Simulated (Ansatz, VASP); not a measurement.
**Two plane-wave programs on WC**

File POSCAR:

```
WC
1.0
    2.9118677777      0.0000000000      0.0000000000
   -1.4559338889      2.5217514680      0.0000000000
    0.0000000000      0.0000000000      2.8369414953
W C
1 1
Direct
    0.0039654978      0.0079309957      0.0000000000
    0.6666666667      0.3333333333      0.5000000000
```

INCAR.step1

```
SYSTEM = WC
PREC     = Accurate       ! precision mode
ENCUT    = 910            ! plane-wave cutoff, eV
ISMEAR   = 0              ! smearing method
SIGMA    = 0.05           ! smearing width, eV
LREAL    = .False.        ! projectors in reciprocal space
LASPH    = .True.         ! aspherical terms in the spheres
NELM     = 120            ! most SCF steps
NBANDS   = 16             ! bands
GGA      = PE             ! functional
ALGO     = Normal         ! electronic algorithm
EDIFF    = 1E-5           ! SCF threshold, eV
LWAVE    = .True.         ! write WAVECAR
LCHARG   = .False.        ! write CHGCAR
GGA_COMPAT= .False.
```

Contents of INCAR.step2:

```
SYSTEM = WC
PREC     = Accurate       ! precision mode
ENCUT    = 910            ! plane-wave cutoff, eV
EDIFF    = 1E-6           ! SCF threshold, eV
ISMEAR   = 0              ! smearing method
SIGMA    = 0.05           ! smearing width, eV
LREAL    = .False.        ! projectors in reciprocal space
LASPH    = .True.         ! aspherical terms in the spheres
NELM     = 120            ! most SCF steps
ALGO     = Normal         ! electronic algorithm
ISIF     = 2              ! what is computed and relaxed
LWAVE    = .False.        ! write WAVECAR
LCHARG   = .True.         ! write CHGCAR
METAGGA  = R2SCAN         ! meta-GGA
LMIXTAU  = .True.       
LELF     = .True.         ! ELF
LVHAR    = .True.       
NBANDS   = 16             ! bands
ISTART   = 1            
GGA_COMPAT= .False.
```

Contents of KPOINTS:

```
Automatic mesh
0
Gamma
  14 14 12
  0 0 0
```

Input for Ansatz:

```yaml
crystal:
  lattice:
    - [2.9118677777, 0.0, 0.0]
    - [-1.4559338889, 2.521751468, 0.0]
    - [0.0, 0.0, 2.8369414953]
  atoms:
    - { symbol: W, position: [0.0039654978, 0.0079309957, 0.0] }
    - { symbol: C, position: [0.6666666667, 0.3333333333, 0.5] }
basis:
  ecutwfc: 500
  ecutrho_ratio: 4
kpoints:
  mp_grid: { grid: [14, 14, 12] }
hamiltonian:
  xc: r2scan
scf:
  occupations: { method: gaussian, width: 0.05 }
output:
  forces: true
  stress: true
  eigenvalues: true
  write_density: true
  write_potential: true
  elf: true
  volumetric_format: npy
```

Alike in both runs: task single point; functional r2SCAN; k mesh 14 × 14 × 12; occupations gaussian, width 0.05 eV; no spin polarisation.

```csv
,VASP,Ansatz
version,VASP 6.6.1,Ansatz 0.2.0
potentials or method,"VASP PAW PBE potentials, release 64 (W_sv, C_h), cutoff 910 eV","scalar-relativistic, plane waves, PAW"
valence electrons in the cell,18,18
```

|  | VASP | Ansatz | Ansatz less VASP |
| --- | --- | --- | --- |
| gap on the k mesh at the Fermi level (eV) | none | none | - |
| rms of the force components (eV/Å) | 0.182 | 0.180 | -0.0016 |

VASP's potentials were made for PBE, not for r2SCAN. Atom by atom the forces differ by 0.002 eV/Å (rms over components). A gap of «none» marks a metal or a gap that the smearing closes. The functional is the same, so the differences come from potentials, cutoffs and numerics.

Spin-orbit coupling is off throughout. Noted on VASP's run: the cutoff is under 1.25 times that of the potentials, so the pressure is a little rough.
